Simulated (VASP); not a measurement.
## TiN: band structure with HF

TiN:

```
CELL_PARAMETERS angstrom
0.00000 2.10310 2.10310
2.10310 0.00000 2.10310
2.10310 2.10310 0.00000
ATOMIC_POSITIONS crystal
Ti 0.00000 0.00000 0.00000
N 0.50000 0.50000 0.50000
```

```json
{"Program": "VASP 6.6.1", "Task": "band structure", "Functional": "HF", "Potentials or basis": "VASP PAW PBE potentials, release 64 (Ti_sv, N)", "Cutoff": "520 eV", "k mesh": "8 × 8 × 8", "Occupations": "gaussian, width 0.02 eV", "Spin": "no spin polarisation", "Grid for exact exchange (PRECFOCK)": "Fast", "Exchange at q = 0": "truncated", "Further INCAR settings": "ALGO = Normal; EDIFF = 1e-07", "Share of exact exchange": "1"}
```

- Pressure: 6.7 GPa
- Band gap along the path: zero within the smearing

Levels at the corners of the path, in eV from the Fermi level:
```tsv
point	band 6	band 7	band 8	band 9	band 10	band 11	band 12
Γ	-8.37	-8.37	-8.37	-2.95	-2.95	-2.95	3.15
X	-14.37	-10.44	-10.44	-7.47	4.97	6.14	6.14
X	-14.37	-10.44	-10.44	-7.47	4.97	6.14	6.14
W	-13.61	-13.61	-13.18	2.69	2.69	6.11	7.38
W	-13.61	-13.61	-13.18	2.69	2.69	6.11	7.35
K	-14.08	-13.98	-11.80	-2.10	5.43	5.77	7.88
K	-14.08	-13.98	-11.80	-2.10	5.43	5.77	7.80
Γ	-8.37	-8.37	-8.37	-2.95	-2.95	-2.95	3.15
Γ	-8.37	-8.37	-8.37	-2.95	-2.95	-2.95	3.15
L	-17.39	-13.12	-13.12	4.91	4.91	5.62	8.02
L	-17.39	-13.12	-13.12	4.91	4.91	5.62	8.02
U	-14.08	-13.98	-11.80	-2.10	5.43	5.77	7.89
U	-14.08	-13.98	-11.80	-2.10	5.43	5.77	7.78
W	-13.61	-13.61	-13.18	2.69	2.69	6.11	7.43
W	-13.61	-13.61	-13.18	2.69	2.69	6.11	7.36
L	-17.39	-13.12	-13.12	4.91	4.91	5.62	8.02
L	-17.39	-13.12	-13.12	4.91	4.91	5.62	8.02
K	-14.08	-13.98	-11.80	-2.10	5.43	5.77	7.87
U	-14.08	-13.98	-11.80	-2.10	5.43	5.77	7.83
X	-14.37	-10.44	-10.44	-7.47	4.98	6.14	6.16
```

It took 85 min on 4 MPI ranks on Intel(R) Xeon(R) Platinum 8488C (Sapphire Rapids), with other jobs on the host, peak memory 0.21 GiB a rank.

Caveat: the cell stands under pressure; the PAW data sets were made with another functional, which shifts forces and pressure a little.
